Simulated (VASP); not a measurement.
# Mg3Te (Pm-3m) in VASP: a series of runs, part 2 of 2

VASP 6.6.1.

### 4 Single point, PBE

This run uses another cell than the first one, of 24.62 Å³/atom, 0.922 times its volume.

The input, INCAR:

```
ALGO     = Fast           # electronic algorithm
EDIFF    = 1E-6           # SCF threshold, eV
ENCUT    = 520            # plane-wave cutoff, eV
GGA      = PE             # functional
ISIF     = 2              # what is computed and relaxed
ISMEAR   = 0              # smearing method
LASPH    = T              # aspherical terms in the spheres
LCHARG   = F              # write CHGCAR
LREAL    = F              # projectors in reciprocal space
LWAVE    = F              # write WAVECAR
NBANDS   = 14             # bands
NELM     = 80             # most SCF steps
PREC     = Accurate       # precision mode
SIGMA    = 0.1            # smearing width, eV
```

The input, KPOINTS:

```
k-points
0
Gamma
  10 10 10
```

The input, POSCAR:

```
Mg3Te
1.0
    4.6181606470      0.0000000000      0.0000000000
    0.0000000000      4.6181606470      0.0000000000
    0.0000000000      0.0000000000      4.6181606470
Mg Te
3 1
Direct
    0.0000000000      0.5000000000      0.5000000000
    0.5000000000      0.0000000000      0.5000000000
    0.5000000000      0.5000000000      0.0000000000
    0.0000000000      0.0000000000      0.0000000000
```

Potentials or basis: VASP PAW PBE potentials, release 64 (Mg, Te).

On the command line:

```console
> cat potpaw_PBE.64/Mg/POTCAR potpaw_PBE.64/Te/POTCAR > POTCAR
> mpirun -np 1 vasp_std > vasp.out
```

OUTCAR:

```text
EDIFF = 1E-6
   ENCUT = 520
   GGA = PE
   ISIF = 2
   ISMEAR = 0
   LASPH = T
   LREAL = F
   NELM = 80
   PREC = Accurate

 ion  position               nearest neighbor table
   1  0.000  0.500  0.500-   2 3.27   3 3.27   4 3.27   3 3.27   4 3.27   2 3.27   4 3.27   4 3.27
                             2 3.27   3 3.27   3 3.27   2 3.27
   2  0.500  0.000  0.500-   1 3.27   3 3.27   4 3.27   3 3.27   4 3.27   1 3.27   3 3.27   3 3.27
                             1 3.27   4 3.27   4 3.27   1 3.27
   3  0.500  0.500  0.000-   1 3.27   2 3.27   4 3.27   1 3.27   2 3.27   2 3.27   4 3.27   2 3.27
                             1 3.27   4 3.27   1 3.27   4 3.27
   4  0.000  0.000  0.000-   1 3.27   2 3.27   3 3.27   1 3.27   2 3.27   1 3.27   3 3.27   1 3.27
                             2 3.27   3 3.27   2 3.27   3 3.27

  LATTYP: Found a simple cubic cell.
 ALAT       =     4.6181606470

  Lattice vectors:

 A1 = (   4.6181606470,   0.0000000000,   0.0000000000)
 A2 = (   0.0000000000,   4.6181606470,   0.0000000000)
 A3 = (   0.0000000000,   0.0000000000,   4.6181606470)

Analysis of symmetry for initial positions (statically):
[... 197 lines left out ...]
     10       7.6077      0.00000
     11       9.4722      0.00000
     12       9.6348      0.00000
     13       9.6348      0.00000
     14       9.6348      0.00000
[... 377 lines left out ...]
      1      -7.4982      2.00000
      2      -1.1881      2.00000
      3       0.7250      2.00000
      4       1.1039      2.00000
      5       2.9562      2.00000
      6       4.5013      1.94358
      7       5.2601      0.00000
      8       5.9469      0.00000
      9       6.5725      0.00000
     10       7.9081      0.00000
     11       8.0213      0.00000
     12       8.7276      0.00000
     13       9.7422      0.00000
     14      10.5754      0.00000

 [... further k-points ...]

------------------------ aborting loop because EDIFF is reached ----------------------------------------

  FORCE on cell =-STRESS in cart. coord.  units (eV):
  Direction    XX          YY          ZZ          XY          YZ          ZX
  --------------------------------------------------------------------------------------
  -------------------------------------------------------------------------------------
  Total       -0.0548917     -0.0548917     -0.0548917      0.0000000      0.0000000      0.0000000
  in kB       -0.8929155     -0.8929155     -0.8929155      0.0000000      0.0000000      0.0000000
  external PRESSURE =      -0.8929155 kB  Pullay stress =       0.0000000 kB

 VOLUME and BASIS-vectors are now :
 -----------------------------------------------------------------------------
  energy-cutoff  :      520.00
  volume of cell :       98.49
      direct lattice vectors                 reciprocal lattice vectors
     4.618160647  0.000000000  0.000000000     0.216536426  0.000000000  0.000000000
     0.000000000  4.618160647  0.000000000     0.000000000  0.216536426  0.000000000
     0.000000000  0.000000000  4.618160647     0.000000000  0.000000000  0.216536426

 POSITION                                       TOTAL-FORCE (eV/Angst)
 -----------------------------------------------------------------------------------
      0.00000      2.30908      2.30908         0.000000      0.000000      0.000000
      2.30908      0.00000      2.30908         0.000000      0.000000      0.000000
      2.30908      2.30908      0.00000         0.000000      0.000000      0.000000
      0.00000      0.00000      0.00000         0.000000      0.000000      0.000000
 -----------------------------------------------------------------------------------
    total drift:                                0.000000     -0.000000     -0.000000

  FREE ENERGIE OF THE ION-ELECTRON SYSTEM (eV)
  ---------------------------------------------------
  free  energy   TOTEN  =        -8.2478034874 eV

  energy  without entropy=       -8.2382980333  energy(sigma->0) =       -8.24305076
```

OSZICAR:

```text
N       E                     dE             d eps       ncg     rms          rms(c)
DAV:   1     0.173542842955E+02    0.17354E+02   -0.37941E+03  1568   0.634E+02
DAV:   2    -0.690498710431E+01   -0.24259E+02   -0.22584E+02  2046   0.836E+01
DAV:   3    -0.832502920242E+01   -0.14200E+01   -0.13954E+01  2096   0.173E+01
DAV:   4    -0.834062982846E+01   -0.15601E-01   -0.15594E-01  1760   0.232E+00
DAV:   5    -0.834084866960E+01   -0.21884E-03   -0.21884E-03  2084   0.301E-01    0.828E+00
RMM:   6    -0.827665932701E+01    0.64189E-01   -0.36201E-02  1572   0.726E-01    0.480E+00
RMM:   7    -0.825001226289E+01    0.26647E-01   -0.35744E-02  1635   0.820E-01    0.388E-01
RMM:   8    -0.824780095671E+01    0.22113E-02   -0.36760E-03  1661   0.291E-01    0.605E-02
RMM:   9    -0.824780430952E+01   -0.33528E-05   -0.41177E-04  1816   0.120E-01    0.527E-02
RMM:  10    -0.824780644251E+01   -0.21330E-05   -0.72485E-05  1874   0.467E-02    0.413E-02
RMM:  11    -0.824780364441E+01    0.27981E-05   -0.92230E-06  1839   0.192E-02    0.291E-02
RMM:  12    -0.824780348736E+01    0.15705E-06   -0.28042E-06  1583   0.971E-03
   1 F= -.82478035E+01 E0= -.82430508E+01  d E =-.950545E-02
```

It took 87 s on 1 thread of Intel Xeon 6975P-C, shared host; peak memory 0.25 GiB.

Results:

```
Free energy            : -8.2478 eV
Pressure               : -0.1 GPa
Band gap on the k mesh : zero (band 6 reaches 5.43 eV, above the bottom of band 7 at 2.71 eV)
```

Levels at points of the mesh, in eV from the Fermi level:
```tsv
k point	band 4	band 5	band 6	band 7	band 8	band 9
(0.00, 0.00, 0.00)	-3.53	-3.53	-0.05	-0.05	2.97	2.97
(0.50, 0.00, 0.00)	-3.05	-1.84	-0.64	0.75	0.75	1.08
(0.50, 0.50, 0.00)	-3.64	-2.67	0.49	1.74	1.74	2.19
(0.50, 0.50, 0.50)	-4.75	-1.98	-1.92	-1.92	-1.92	5.58
```

Caveat: spin-orbit coupling is left out, which moves the levels of the heavy elements.

### 5 Relaxation of cell and atoms, PBE

This run uses another cell than the first one, of 24.62 Å³/atom, 0.922 times its volume.

The input, INCAR:

```
ALGO = Normal
EDIFF = 1E-6
EDIFFG = -0.01
ENCUT = 600
GGA = PE
IBRION = 2
ISIF = 3
ISMEAR = 0
LASPH = True
LCHARG = False
LREAL = False
LWAVE = False
NELM = 80
NSW = 100
PREC = Accurate
SIGMA = 0.1
```

KPOINTS is that of step 4.

POSCAR is that of step 4.

On the command line:

```console
> cat potpaw_PBE.64/Mg/POTCAR potpaw_PBE.64/Te/POTCAR > POTCAR
> mpirun -np 1 vasp_std > vasp.out
```

It took 2 min on 1 thread of Intel Xeon 6975P-C, shared host; peak memory 0.3 GiB.

Results (log left out):

| Item | Value |
| --- | --- |
| Free energy | -8.2480 eV |
| Relaxed volume | 24.57 Å³/atom |
| Relaxed cell | a = 4.615 Å, b = 4.615 Å, c = 4.615 Å, α = 90.00°, β = 90.00°, γ = 90.00° |
| Space group after relaxing (to 0.05 Å) | Pm-3m (No. 221) |
| Energy gained by relaxing | 0.0 meV/atom |
| Ionic steps | 2 |
| Pressure after relaxing | 0.0 GPa |
| Band gap on the k mesh | zero (band 6 reaches 5.45 eV, above the bottom of band 7 at 2.73 eV) |

Final structure:
```cif
data_structure
_symmetry_space_group_name_H-M 'P 1'
_symmetry_Int_Tables_number 1
_cell_length_a 4.6147
_cell_length_b 4.6147
_cell_length_c 4.6147
_cell_angle_alpha 90.000
_cell_angle_beta 90.000
_cell_angle_gamma 90.000
_cell_volume 98.27
loop_
_atom_site_label
_atom_site_type_symbol
_atom_site_fract_x
_atom_site_fract_y
_atom_site_fract_z
_atom_site_occupancy
Mg1 Mg 0.00000 0.50000 0.50000 1
Mg2 Mg 0.50000 0.00000 0.50000 1
Mg3 Mg 0.50000 0.50000 0.00000 1
Te1 Te 0.00000 0.00000 0.00000 1
```

Levels at points of the mesh, in eV from the Fermi level:
| k point | band 3 | band 4 | band 5 | band 6 | band 7 | band 8 | band 9 | band 10 |
| --- | --- | --- | --- | --- | --- | --- | --- | --- |
| (0.00, 0.00, 0.00) | -3.54 | -3.54 | -3.54 | -0.05 | -0.05 | 2.98 | 2.98 | 2.98 |
| (0.50, 0.00, 0.00) | -3.06 | -3.06 | -1.83 | -0.64 | 0.75 | 0.75 | 1.07 | 2.47 |
| (0.50, 0.50, 0.00) | -5.51 | -3.65 | -2.67 | 0.49 | 1.75 | 1.75 | 2.19 | 2.19 |
| (0.50, 0.50, 0.50) | -4.76 | -4.76 | -1.98 | -1.93 | -1.93 | -1.93 | 5.60 | 5.60 |

Caveat: spin-orbit coupling is left out, which moves the levels of the heavy elements.

### 6 Relaxation of cell and atoms, PBE

The input, INCAR:

```
PREC     = Accurate       # precision mode
ENCUT    = 600            # plane-wave cutoff, eV
EDIFF    = 1E-7           # SCF threshold, eV
ISMEAR   = 0              # smearing method
SIGMA    = 0.1            # smearing width, eV
LREAL    = False          # projectors in reciprocal space
LASPH    = True           # aspherical terms in the spheres
NELM     = 60             # most SCF steps
ALGO     = Normal         # electronic algorithm
ISIF     = 3              # what is computed and relaxed
LWAVE    = False          # write WAVECAR
LCHARG   = False          # write CHGCAR
GGA      = PE             # functional
IBRION   = 2              # ionic algorithm
NSW      = 100            # ionic steps
EDIFFG   = -0.01          # ionic threshold
```

The input, KPOINTS:

```
regular mesh
0
Gamma
  10 10 10
```

The input, POSCAR:

```
Mg3Te
1.0
    4.7441823300      0.0000000000      0.0000000000
    0.0000000000      4.7441823300      0.0000000000
    0.0000000000      0.0000000000      4.7441823300
Mg Te
3 1
Direct
    0.0000000000      0.5000000000      0.5000000000
    0.5000000000      0.0000000000      0.5000000000
    0.5000000000      0.5000000000      0.0000000000
    0.0000000000      0.0000000000      0.0000000000
```

Potentials or basis: VASP PAW PBE potentials, release 64 (Mg, Te).

On the command line:

```console
> cat potpaw_PBE.64/Mg/POTCAR potpaw_PBE.64/Te/POTCAR > POTCAR
> mpirun -np 1 vasp_std > vasp.out
```

Run time: 3.7 min. Hardware: 1 thread of Intel Xeon 6975P-C, shared host; peak memory 0.32 GiB.

It converged, with:

```
Free energy                            : -8.2481 eV
Relaxed volume                         : 24.59 Å³/atom
Relaxed cell                           : a = 4.616 Å, b = 4.616 Å, c = 4.616 Å, α = 90.00°, β = 90.00°, γ = 90.00°
Space group after relaxing (to 0.05 Å) : Pm-3m (No. 221)
Energy gained by relaxing              : 18.8 meV/atom
Ionic steps                            : 3
Pressure after relaxing                : 0.0 GPa
Band gap on the k mesh                 : zero (band 6 reaches 5.45 eV, above the bottom of band 7 at 2.72 eV)
```

Step by step:
```
step  energy change (eV)  largest force (eV/Å)  pressure (GPa)  volume (Å³)
   1              0.0000                0.0000           -2.63       106.78
   2             -0.0712                0.0000           -0.69       100.15
   3             -0.0753                0.0000           -0.04        98.35
```

Final structure:
```
Mg Te
1.0
     4.61584    0.00000    0.00000
     0.00000    4.61584    0.00000
     0.00000    0.00000    4.61584
Mg Te
3 1
Cartesian
  0.0000 2.3079 2.3079
  2.3079 0.0000 2.3079
  2.3079 2.3079 0.0000
  0.0000 0.0000 0.0000
```

Levels at points of the mesh, in eV from the Fermi level:
| k point | band 4 | band 5 | band 6 | band 7 | band 8 | band 9 |
| --- | --- | --- | --- | --- | --- | --- |
| (0.00, 0.00, 0.00) | -3.54 | -3.54 | -0.05 | -0.05 | 2.98 | 2.98 |
| (0.50, 0.00, 0.00) | -3.05 | -1.84 | -0.64 | 0.75 | 0.75 | 1.07 |
| (0.50, 0.50, 0.00) | -3.65 | -2.67 | 0.49 | 1.75 | 1.75 | 2.19 |
| (0.50, 0.50, 0.50) | -4.75 | -1.98 | -1.93 | -1.93 | -1.93 | 5.59 |

Caveat: spin-orbit coupling is left out, which moves the levels of the heavy elements.

### 7 The runs side by side

| task | cell | k mesh | cutoff (eV) | gap on the mesh (eV) | pressure (GPa) | relaxed volume (Å³/atom) |
| --- | --- | --- | --- | --- | --- | --- |
| single point | a = 4.744 Å, 4 atoms | 4 × 4 × 4 | 520 | none | -2.9 | - |
| single point | a = 4.618 Å, 4 atoms | 10 × 10 × 10 | 520 | none | -0.1 | - |
| relaxation of cell and atoms | relaxed from a = 4.618 Å, 4 atoms | 10 × 10 × 10 | 600 | none | 0.0 | 24.57 |
| relaxation of cell and atoms | relaxed from a = 4.744 Å, 4 atoms | 10 × 10 × 10 | 600 | none | 0.0 | 24.59 |

Alike in all rows: level PBE; potentials or basis VASP PAW PBE potentials, release 64 (Mg, Te); no spin polarisation; smearing gaussian 0.1 eV.

Caveats: spin-orbit coupling is left out, which moves the levels of the heavy elements.

Total energies depend on the potentials used, so only differences within one code and one set of settings carry meaning.
